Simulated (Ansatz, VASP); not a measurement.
# Ga in VASP and in Ansatz

Contents of INCAR:

```
  ALGO = Normal
  EDIFF = 1E-6
  ENCUT = 520
  GGA = PE
  ISIF = 2
  ISMEAR = -1
  LASPH = T
  LCHARG = F
  LREAL = F
  LWAVE = F
  NBANDS = 20
  NELM = 80
  PREC = Accurate
  SIGMA = 0.05
```

KPOINTS

```
k-points
0
Gamma
  15 15 13
```

The input POSCAR:

```
Ga
1.0
    1.4596029289     -4.0919213144      0.0000000000
    1.4596029289      4.0919213144      0.0000000000
    0.0000000000      0.0000000000      3.1909939893
Ga
2
Direct
    0.8670000000      0.1330000000      0.2500000000
    0.1330000000      0.8670000000      0.7500000000
```

Input for Ansatz:

```yaml
crystal:
  lattice:
    - [1.4596029289, -4.0919213144, 0.0]
    - [1.4596029289, 4.0919213144, 0.0]
    - [0.0, 0.0, 3.1909939893]
  atoms:
    - { symbol: Ga, position: [0.867, 0.133, 0.25] }
    - { symbol: Ga, position: [0.133, 0.867, 0.75] }
kpoints:
  mp_grid: { grid: [15, 15, 13] }
scf:
  occupations: { method: fermi_dirac, width: 0.05 }
hamiltonian:
  xc: pbe
  pseudopotentials: { kind: all_electron, lapw: { basis_error: 0.00025 } }
output:
  forces: true
  stress: true
  eigenvalues: true
```

Change from the starting cell: volume scaled by 1.02.

Alike in both runs: task single point; functional PBE; k mesh 15 × 15 × 13; occupations fermi-dirac, width 0.05 eV; no spin polarisation.

```csv
,VASP,Ansatz
version,VASP 6.6.1,Ansatz 0.2.0
potentials or method,"VASP PAW PBE potentials, release 64 (Ga_d), cutoff 520 eV","all-electron LAPW, scalar-relativistic"
```

```tsv
	VASP	Ansatz	Ansatz less VASP
pressure (GPa)	0.5	0.5	+0.03
traceless stress, the component that is largest in VASP (GPa)	-1.51	-1.50	+0.007
rms of the force components (eV/Å)	0.109	0.108	-0.0009
```

Atom by atom the forces differ by 0.001 eV/Å (rms over components). Ansatz ran all-electron here, and VASP with PAW potentials.
